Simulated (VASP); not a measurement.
# ZnSe (rocksalt type) (Fm-3m) in VASP: further runs, part 3 of 3

VASP 6.6.1. The steps go on from the part before.

## 4. Single point, LDA (volume scaled by 0.72)

Input file INCAR:

```
SYSTEM = ZnSe
ALGO = Normal
EDIFF = 1E-6
ENCUT = 520
GGA = CA
ISIF = 2
ISMEAR = -1
LASPH = .True.
LCHARG = .False.
LREAL = .False.
LWAVE = .False.
NBANDS = 16
NELM = 60
PREC = Accurate
SIGMA = 0.1
```

Input file KPOINTS:

```
k-points
0
Gamma
  13 13 13
  0 0 0
```

Input file POSCAR:

```
ZnSe
1.0
    0.0000000000      2.3363427728      2.3363427728
    2.3363427728      0.0000000000      2.3363427728
    2.3363427728      2.3363427728      0.0000000000
Zn Se
1 1
Direct
    0.0000000000      0.0000000000      0.0000000000
    0.5000000000      0.5000000000      0.5000000000
```

Potentials or basis: VASP PAW LDA potentials, release 64 (Zn, Se).

Command:

```bash
cat potpaw_LDA.64/Zn/POTCAR potpaw_LDA.64/Se/POTCAR > POTCAR
mpirun -np 1 vasp_std > vasp.out
```

OUTCAR:

```text
SYSTEM = ZnSe
   EDIFF = 1E-6
   ENCUT = 520
   GGA = CA
   ISIF = 2
   ISMEAR = -1
   LASPH = .True.
   LREAL = .False.
   NELM = 60
   PREC = Accurate

 ion  position               nearest neighbor table
   1  0.000  0.000  0.000-   2 2.34   2 2.34   2 2.34   2 2.34   2 2.34   2 2.34
   2  0.500  0.500  0.500-   1 2.34   1 2.34   1 2.34   1 2.34   1 2.34   1 2.34

  LATTYP: Found a face centered cubic cell.
 ALAT       =     4.6726855456

  Lattice vectors:

 A1 = (   0.0000000000,   2.3363427728,   2.3363427728)
 A2 = (   2.3363427728,   0.0000000000,   2.3363427728)
 A3 = (   2.3363427728,   2.3363427728,   0.0000000000)

Analysis of symmetry for initial positions (statically):
=====================================================================
 Subroutine PRICEL returns:
 Original cell was already a primitive cell.

 Routine SETGRP: Setting up the symmetry group for a
 face centered cubic supercell.

 Subroutine GETGRP returns: Found 48 space group operations
 (whereof 48 operations were pure point group operations)
 out of a pool of 48 trial point group operations.

The static configuration has the point symmetry O_h .

Analysis of symmetry for dynamics (positions and initial velocities):
=====================================================================
 Subroutine PRICEL returns:
 Original cell was already a primitive cell.

 Routine SETGRP: Setting up the symmetry group for a
 face centered cubic supercell.

 Subroutine GETGRP returns: Found 48 space group operations
 (whereof 48 operations were pure point group operations)
 out of a pool of 48 trial point group operations.

The dynamic configuration has the point symmetry O_h .

 Subroutine INISYM returns: Found 48 space group operations
 (whereof 48 operations are pure point group operations),
 and found     1 'primitive' translations

----------------------------------------------------------------------------------------

                                     Primitive cell

  volume of cell :      25.5058

  direct lattice vectors                    reciprocal lattice vectors
[... 104 lines left out ...]
   IALGO  =     38    algorithm
   IMIX   =      4    mixing-type and parameters
     AMIX     =   0.40;   BMIX     =  1.00
     AMIX_MAG =   1.60;   BMIX_MAG =  1.00
  volume/ion in A,a.u.               =      12.75        86.06
  Fermi-wavevector in a.u.,A,eV,Ry     =   1.457535  2.754342 28.904345  2.124409
  Thomas-Fermi vector in A             =   2.574325
   LORBIT       =      0    0 simple, 1 ext, 2 COOP (PROOUT), +10 PAW based schemes
   GGA     = CA    functional components
   LHFCALC =     F    Hartree Fock is set to
   AEXX    =    0.0000 exact exchange contribution
   IVDW    =     0    specifies the selected vdW correction
   LEPSILON=     F    determine dielectric tensor
   LRPA    =     F    only Hartree local field effects (RPA)
 non-spin polarized calculation
  energy-cutoff  :      520.00
  volume of cell :       25.51
 maximum number of plane-waves:       701
 NGX is ok and might be reduce to    28
   NGX = 13   NGY = 13   NGZ = 13

 number of electron      17.9999988 magnetization

 Free energy of the ion-electron system (eV)
  ---------------------------------------------------
  ext. energy  EPLUGINS =         0.00000000
  ---------------------------------------------------
  free energy    TOTEN  =        -5.37683291 eV

  energy without entropy =       -5.36286412  energy(sigma->0) =       -5.36984851

 E-fermi :   8.1489     XC(G=0): -12.7789

 val. band max:        8.1109989798   @ k =  -0.3846   0.0769   0.0000
 cond. band min:       8.2095279913   @ k =  -0.3077   0.0769   0.0000
 fundamental gap:      0.0985290115
 Fermi energy:         8.1489442611

 k-point     1 :       0.0000    0.0000    0.0000
  band No.  band energies     occupation
      1      -9.7144      2.00000
      2      -0.2402      2.00000
      3      -0.2402      2.00000
      4      -0.2367      2.00000
      5      -0.2367      2.00000
      6      -0.2367      2.00000
[... 433 lines left out ...]
      3      -0.7885      2.00000
      4      -0.6910      2.00000
      5       0.0475      2.00000
      6       0.0943      2.00000
[... 8 lines left out ...]
     15      24.5529      0.00000
     16      24.7646      0.00000

 [... further k-points ...]
[... 5 lines left out ...]
  --------------------------------------------------------------------------------------
  -------------------------------------------------------------------------------------
  Total       10.2527038     10.2527038     10.2527038      0.0000000      0.0000000      0.0000000
  in kB      644.0347756    644.0347756    644.0347756      0.0000000      0.0000000      0.0000000
  external PRESSURE =     644.0347756 kB  Pullay stress =       0.0000000 kB

 VOLUME and BASIS-vectors are now :
 -----------------------------------------------------------------------------
  energy-cutoff  :      520.00
  volume of cell :       25.51
      direct lattice vectors                 reciprocal lattice vectors
     0.000000000  2.336342773  2.336342773    -0.214009693  0.214009693  0.214009693
     2.336342773  0.000000000  2.336342773     0.214009693 -0.214009693  0.214009693
     2.336342773  2.336342773  0.000000000     0.214009693  0.214009693 -0.214009693

 POSITION                                       TOTAL-FORCE (eV/Angst)
 -----------------------------------------------------------------------------------
      0.00000      0.00000      0.00000         0.000000      0.000000      0.000000
      2.33634      2.33634      2.33634        -0.000000     -0.000000     -0.000000
 -----------------------------------------------------------------------------------
    total drift:                               -0.000000      0.000000      0.000000

  FREE ENERGIE OF THE ION-ELECTRON SYSTEM (eV)
  ---------------------------------------------------
  free  energy   TOTEN  =        -5.3768329065 eV

  energy  without entropy=       -5.3628641233  energy(sigma->0) =       -5.36984851
```

OSZICAR:

```text
N       E                     dE             d eps       ncg     rms          rms(c)
DAV:   1     0.868426707241E+02    0.86843E+02   -0.92393E+03  2720   0.155E+03
DAV:   2    -0.139953751900E+01   -0.88242E+02   -0.82903E+02  3040   0.280E+02
DAV:   3    -0.575314458415E+01   -0.43536E+01   -0.43249E+01  3328   0.584E+01
DAV:   4    -0.577669168148E+01   -0.23547E-01   -0.23545E-01  3168   0.430E+00
DAV:   5    -0.577676735921E+01   -0.75678E-04   -0.75678E-04  3320   0.250E-01    0.111E+01
DAV:   6    -0.542849786569E+01    0.34827E+00   -0.62477E-01  3584   0.309E+01    0.788E+00
DAV:   7    -0.538395422471E+01    0.44544E-01   -0.19918E-01  3336   0.560E+00    0.304E+00
DAV:   8    -0.537775052890E+01    0.62037E-02   -0.56313E-03  4208   0.211E+00    0.492E-01
DAV:   9    -0.537684406595E+01    0.90646E-03   -0.18210E-03  3160   0.405E-01    0.671E-02
DAV:  10    -0.537683178224E+01    0.12284E-04   -0.11962E-04  3400   0.137E-01    0.481E-02
DAV:  11    -0.537683335398E+01   -0.15717E-05   -0.45386E-06  3144   0.226E-02    0.149E-02
DAV:  12    -0.537683290654E+01    0.44745E-06   -0.90396E-07  2120   0.162E-02
   1 F= -.53768329E+01 E0= -.53698485E+01  d E =-.139688E-01
```

Run time: 47 s. Hardware: 1 thread of AMD EPYC 7R43 (Zen 3), shared host; peak memory 0.12 GiB.

Results:

| Property | Result |
| --- | --- |
| Free energy | -5.3768 eV |
| Pressure | 64.4 GPa |
| Band gap on the k mesh | zero (band 9 reaches 8.29 eV, above the bottom of band 10 at 6.87 eV) |

## 5. Single point, LDA (volume scaled by 0.8)

Input file INCAR:

```
SYSTEM = ZnSe
PREC = Accurate
ENCUT = 520
EDIFF = 1E-7
ISMEAR = -1
SIGMA = 0.1
LREAL = .False.
LASPH = .True.
NELM = 100
ALGO = Normal
ISIF = 2
LWAVE = .False.
LCHARG = .True.
LELF = .True.
LVHAR = .True.
NBANDS = 16
```

Input file KPOINTS:

```
Automatic mesh
0
Gamma
  13 13 13
  0 0 0
```

Input file POSCAR:

```
ZnSe
1.0
    0.0000000000      2.4198534029      2.4198534029
    2.4198534029      0.0000000000      2.4198534029
    2.4198534029      2.4198534029      0.0000000000
Zn Se
1 1
Direct
    0.0000000000      0.0000000000      0.0000000000
    0.5000000000      0.5000000000      0.5000000000
```

Command:

```bash
cat potpaw_LDA.64/Zn/POTCAR potpaw_LDA.64/Se/POTCAR > POTCAR
mpirun -np 1 vasp_std > vasp.out
```

Wall time 53 s (1 thread of AMD EPYC 7R43 (Zen 3), shared host); peak memory 0.13 GiB.

The run converged. Its results:

```
Free energy            : -6.2314 eV
Pressure               : 34.6 GPa
Band gap on the k mesh : zero (band 9 reaches 6.74 eV, above the bottom of band 10 at 5.39 eV)
```

Levels at points of the mesh, in eV from the Fermi level:
| k point | band 5 | band 6 | band 7 | band 8 | band 9 | band 10 | band 11 | band 12 | band 13 | band 14 |
| --- | --- | --- | --- | --- | --- | --- | --- | --- | --- | --- |
| (0.00, 0.00, 0.00) | -7.78 | -7.78 | -0.83 | -0.83 | -0.83 | 2.89 | 8.58 | 8.58 | 8.58 | 10.81 |

## 6. Summary

```csv
cell,gap on the mesh (eV),pressure (GPa)
"a = 3.020 Å, angles 60.0°, 2 atoms",none,216.0
"a = 3.177 Å, angles 60.0°, 2 atoms",none,114.2
"a = 3.304 Å, angles 60.0°, 2 atoms",none,64.4
"a = 3.422 Å, angles 60.0°, 2 atoms",none,34.6
```

Alike in all rows: task single point; level LDA; potentials or basis VASP PAW LDA potentials, release 64 (Zn, Se); no spin polarisation; k mesh 13 × 13 × 13; cutoff (eV) 520; smearing fermi-dirac 0.1 eV.

Absolute energies hang on the potentials; compare differences alone.
